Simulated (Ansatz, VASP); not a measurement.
# Cd in VASP and in Ansatz

INCAR

```
SYSTEM = Cd
PREC = Accurate ; ENCUT = 600
EDIFF = 1E-6 ; ISMEAR = -1
SIGMA = 0.1 ; LREAL = .False.
LASPH = .True. ; NELM = 100
ALGO = Normal ; ISIF = 3
LWAVE = .False. ; LCHARG = .False.
GGA = PE ; IBRION = 2
NSW = 60 ; EDIFFG = -0.005
```

File KPOINTS:

```
regular mesh
0
Gamma
  15 15 15
  0 0 0
```

POSCAR

```
Cd
1.0
    0.0000000000      2.2606409543      2.2606409543
    2.2606409543      0.0000000000      2.2606409543
    2.2606409543      2.2606409543      0.0000000000
Cd
1
Direct
    0.0000000000      0.0000000000      0.0000000000
```

Input for Ansatz:

```yaml
crystal:
  lattice:
    - [0.0, 2.2606409543, 2.2606409543]
    - [2.2606409543, 0.0, 2.2606409543]
    - [2.2606409543, 2.2606409543, 0.0]
  atoms:
    - { symbol: Cd, position: [0.0, 0.0, 0.0] }
kpoints:
  mp_grid: { grid: [15, 15, 15] }
scf:
  occupations: { method: fermi_dirac, width: 0.1 }
hamiltonian:
  xc: pbe
  pseudopotentials: { kind: paw }
output:
  forces: true
  stress: true
  write_density: true
  write_potential: true
  elf: true
  volumetric_format: npy
relax:
  f_tol: 0.005
  max_steps: 40
  cell: {}
```

Alike in both runs: task relaxation of cell and atoms; functional PBE; k mesh 15 × 15 × 15; occupations fermi-dirac, width 0.1 eV; no spin polarisation.

```csv
,VASP,Ansatz
version,VASP 6.6.1,Ansatz 0.2.0
potentials or method,"VASP PAW PBE potentials, release 64 (Cd)","PAW with Ansatz's default frozen-core files, scalar-relativistic"
plane-wave cutoff (eV),600,420
valence electrons in the cell,12,20
```

```csv
,VASP,Ansatz,Ansatz less VASP
relaxed volume (Å³/atom),22.92,22.84,-0.083
relaxed cell length with the largest relative difference (Å),3.188,3.185,-0.0039
```

VASP's potentials hold 12 valence electrons a cell and Ansatz's 20, so a difference there can come from the potentials and not from the codes.
